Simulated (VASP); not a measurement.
A run of VASP 6.6.1:

Contents of INCAR:

```
SYSTEM = BeSe5
  PREC = Accurate
  ENCUT = 520
  EDIFF = 1E-7
  ISMEAR = 0
  SIGMA = 0.1
  LREAL = .FALSE.
  LASPH = .TRUE.
  NELM = 100
  ALGO = Normal
  ISIF = 2
  LWAVE = .FALSE.
  LCHARG = .FALSE.
  GGA = PE
  NBANDS = 25
```

Contents of KPOINTS:

```
Automatic mesh
0
G
  3 3 4
  0 0 0
```

The input POSCAR:

```
BeSe5
1.0
    6.1251657300      0.0000000000      0.0000000000
   -3.0625828700      5.3045491300      0.0000000000
    0.0000000000      0.0000000000      5.5488348700
Be Se
1 5
Direct
    0.0000000000      0.0000000000      0.5000000000
    0.3333333300      0.6666666700      0.5000000000
    0.0000000000      0.6884842500      0.0000000000
    0.6884842500      0.0000000000      0.0000000000
    0.3115157500      0.3115157500      0.0000000000
    0.6666666700      0.3333333300      0.5000000000
```

Potentials or basis: VASP PAW PBE potentials, release 64 (Be, Se).

Command:

```bash
$ cat potpaw_PBE.64/Be/POTCAR potpaw_PBE.64/Se/POTCAR > POTCAR
$ mpirun -np 1 vasp_std > vasp.out
```

Hardware: 1 thread of Intel(R) Xeon(R) 6975P-C (Granite Rapids), with other jobs on the host.

**Question.** Estimate the wall time of this run.

**Answer.** Run time: 34 s on 1 thread of Intel(R) Xeon(R) 6975P-C (Granite Rapids) (shared host), peak memory 0.3 GiB. Counts: scf iterations 16, k points 9.
